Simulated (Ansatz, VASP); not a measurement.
**One calculation of CuI, two programs**

```xyz
2
Lattice="0.0000 3.0315 3.0315 3.0315 0.0000 3.0315 3.0315 3.0315 0.0000" Properties=species:S:1:pos:R:3 pbc="T T T"
I     0.0000    0.0000    0.0000
Cu    4.5473    4.5473    4.5473
```

Alike in both runs: task single point; functional PBE; k mesh 8 × 8 × 8; occupations gaussian, width 0.03 eV; no spin polarisation.

|  | VASP | Ansatz |
| --- | --- | --- |
| version | VASP 6.6.1 | Ansatz 0.2.0 |
| potentials or method | VASP PAW PBE potentials, release 64 (I, Cu), cutoff 520 eV | all-electron LAPW, scalar-relativistic |

```csv
,VASP,Ansatz,Ansatz less VASP
gap on the k mesh at the Fermi level (eV),1.14,1.12,-0.022
least direct gap on the mesh (eV),1.14,1.12,-0.022
pressure (GPa),0.3,0.3,-0.01
```

Ansatz ran all-electron here, and VASP with PAW potentials.

Neither program's run includes spin-orbit coupling.
